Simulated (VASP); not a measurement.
CaO: relaxation of cell and atoms with r2SCAN

The system is CaO.

```xyz
2
Lattice="2.3974 2.3974 0.0000 -2.3974 2.3974 0.0000 0.0000 2.3974 2.3974" Properties=species:S:1:pos:R:3 pbc="T T T"
Ca    0.0000    0.0000    0.0000
O     0.0000    2.3974    0.0000
```

```
Program                : VASP 6.6.1
Task                   : relaxation of cell and atoms
Functional             : r2SCAN
Potentials or basis    : VASP PAW PBE potentials, release 64 (Ca_sv, O)
Cutoff                 : 600 eV
k mesh                 : 8 × 8 × 8
Occupations            : gaussian, width 0.01 eV
Spin                   : no spin polarisation
Target pressure        : 2 GPa
Dipole correction      : no
Further INCAR settings : ALGO = Normal; EDIFF = 1e-06; IBRION = 2; EDIFFG = -0.002; NSW = 100; ISIF = 3
```

```json
{
  "Relaxed volume": "13.66 Å³/atom",
  "Relaxed cell": "a = 3.381 Å, b = 3.381 Å, c = 3.381 Å, α = 60.00°, β = 60.00°, γ = 90.00°",
  "Space group after relaxing (to 0.1 Å)": "Fm-3m (No. 225)",
  "Energy change on relaxing (the run minimises the enthalpy)": "+1.1 meV/atom",
  "Ionic steps": "3",
  "Pressure after relaxing": "2.0 GPa",
  "Band gap on the k mesh": "4.18 eV (least direct gap 4.55 eV)"
}
```

The path:
| step | energy change (eV) | largest force (eV/Å) | pressure (GPa) | volume (Å³) |
| --- | --- | --- | --- | --- |
| 1 | 0.0000 | 0.0000 | 0.99 | 27.56 |
| 2 | 0.0037 | 0.0000 | 2.51 | 27.21 |
| 3 | 0.0022 | 0.0000 | 2.02 | 27.32 |

Final structure:
```
Ca O
1.0
     2.39043    2.39043    0.00000
    -2.39043    2.39043    0.00000
     0.00000    2.39043    2.39043
Ca O
1 1
Direct
  0.00000 0.00000 0.00000
  0.50000 0.50000 0.00000
```

Levels at points of the mesh, in eV from the valence-band top:
```tsv
k point	band 4	band 5	band 6	band 7	band 8	band 9	band 10	band 11	band 12
(0.00, 0.00, 0.00)	-18.87	-16.50	0.00	0.00	0.00	5.56	6.89	6.89	6.89
(0.50, 0.00, 0.00)	-18.92	-15.15	-2.64	-1.23	-1.23	7.77	9.14	9.14	9.34
(0.50, 0.50, 0.00)	-19.11	-16.29	-1.29	-0.37	-0.37	4.18	8.88	9.72	10.35
```

It took 70 s on 1 thread of Intel(R) Xeon(R) 6975P-C (Granite Rapids), with other jobs on the host, peak memory 0.18 GiB.

Caveat: the cell is relaxed towards a set pressure, so the run minimises the enthalpy, not the energy; the PAW data sets were made with another functional, which shifts forces and pressure a little. A k mesh can miss the band edges.
